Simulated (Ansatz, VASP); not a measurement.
**Two plane-wave programs on TiAl3**

```xyz
4
Lattice="0.0000 3.1933 3.1933 3.1933 0.0000 3.1933 3.1933 3.1933 0.0000" Properties=species:S:1:pos:R:3 pbc="T T T"
Ti    3.1933    3.1933    3.1933
Al    0.0000    0.0000    0.0000
Al    1.5966    1.5966    1.5966
Al    4.7899    4.7899    4.7899
```

Alike in both runs: functional PBE; k mesh 6 × 6 × 6; occupations gaussian, width 0.1 eV; no spin polarisation.

Ansatz relaxed the structure, and its values are those at the end. VASP's run is a single point on that final structure, the one shown.

```csv
,VASP,Ansatz
version,VASP 6.6.1,Ansatz 0.2.0
potentials or method,"VASP PAW PBE potentials, release 64 (Ti_sv, Al), cutoff 520 eV","scalar-relativistic, plane waves, PAW"
valence electrons in the cell,21,21
```

|  | VASP | Ansatz | Ansatz less VASP |
| --- | --- | --- | --- |
| gap on the k mesh at the Fermi level (eV) | none | none | - |
| pressure (GPa) | -0.1 | 0.0 | +0.06 |

A gap of «none» marks a metal or a gap that the smearing closes.
